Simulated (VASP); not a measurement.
Write the native input for VASP 6.6.1 that does the following.

```yaml
Task: single point
Functional: r2SCAN
Potentials_or_basis: VASP PAW PBE potentials, release 64 (Ca_sv, O)
Cutoff: 520 eV
k_mesh: 8 × 8 × 8
Occupations: gaussian, width 0.01 eV
Spin: no spin polarisation
Dipole_correction: no
Further_INCAR_settings: ALGO = Normal; EDIFF = 1e-07; NBANDS = 15
```

Crystal: CaO.

```
Ca O
1.0
     2.37199    2.37199    0.00000
    -2.37199    2.37199    0.00000
     0.00000    2.37199    2.37199
Ca O
1 1
Direct
  0.00000 0.00000 0.00000
  0.50000 0.50000 0.00000
```

These files were run (other wordings do the same):

POSCAR

```
CaO
1.0
    2.3719906460      2.3719906460      0.0000000000
   -2.3719906460      2.3719906460      0.0000000000
    0.0000000000      2.3719906460      2.3719906460
Ca O
1 1
Direct
    0.0000000000      0.0000000000      0.0000000000
    0.5000000000      0.5000000000      0.0000000000
```

INCAR.step1

```
SYSTEM = CaO
ALGO = Normal
EDIFF = 1E-4
ENCUT = 520
GGA = PE
ISMEAR = 0
LASPH = .TRUE.
LCHARG = .FALSE.
LREAL = .FALSE.
LWAVE = .TRUE.
NBANDS = 15
NELM = 60
PREC = Accurate
SIGMA = 0.01
```

INCAR.step2

```
SYSTEM = CaO
ALGO = Normal
EDIFF = 1E-7
ENCUT = 520
ISIF = 2
ISMEAR = 0
ISTART = 1
LASPH = .TRUE.
LCHARG = .FALSE.
LMIXTAU = .TRUE.
LREAL = .FALSE.
LWAVE = .FALSE.
METAGGA = R2SCAN
NBANDS = 15
NELM = 60
PREC = Accurate
SIGMA = 0.01
```

KPOINTS

```
k-points
0
G
  8 8 8
  0 0 0
```

Potentials or basis: VASP PAW PBE potentials, release 64 (Ca_sv, O).

Launch:

```console
$ cat potpaw_PBE.64/Ca_sv/POTCAR potpaw_PBE.64/O/POTCAR > POTCAR
$ cp INCAR.step1 INCAR
$ mpirun -np 1 vasp_std > vasp.out
$ cp INCAR.step2 INCAR
$ mpirun -np 1 vasp_std > vasp.out
```

It gave:

The pressure is 5.2 GPa. The band gap on the k mesh is 4.17 eV, indirect (least direct gap 4.54 eV).

Caveat: the PAW data sets were made with another functional, which shifts forces and pressure a little.

Wall time 77 s on 1 thread of Intel(R) Xeon(R) Platinum 8259CL CPU @ 2.50GHz (Skylake/Cascade Lake) (shared host), peak memory 0.17 GiB.
